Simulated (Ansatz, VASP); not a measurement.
# TiOs: VASP beside Ansatz

```
CELL_PARAMETERS angstrom
3.08000 0.00000 0.00000
0.00000 3.08000 0.00000
0.00000 0.00000 3.08000
ATOMIC_POSITIONS crystal
Ti 0.50000 0.46753 0.50000
Os 0.00000 0.00000 0.00000
```

Alike in both runs: task single point; functional LDA; k mesh 8 × 8 × 8; occupations fermi-dirac, width 0.05 eV; no spin polarisation.

|  | VASP | Ansatz |
| --- | --- | --- |
| version | VASP 6.6.1 | Ansatz 0.2.0 |
| potentials or method | VASP PAW LDA potentials, release 64 (Ti_sv, Os), cutoff 520 eV | plane waves, PAW |
| valence electrons in the cell | 20 | 28 |

```csv
,VASP,Ansatz,Ansatz less VASP
rms of the force components (eV/Å),0.385,0.383,-0.0011
```

LDA's correlation is that of Perdew and Zunger in VASP and of Perdew and Wang (1992) in Ansatz. Atom by atom the forces differ by 0.001 eV/Å (rms over components). VASP's potentials hold 20 valence electrons a cell and Ansatz's 28, so a difference there can come from the potentials and not from the codes.

Spin-orbit coupling is off throughout.
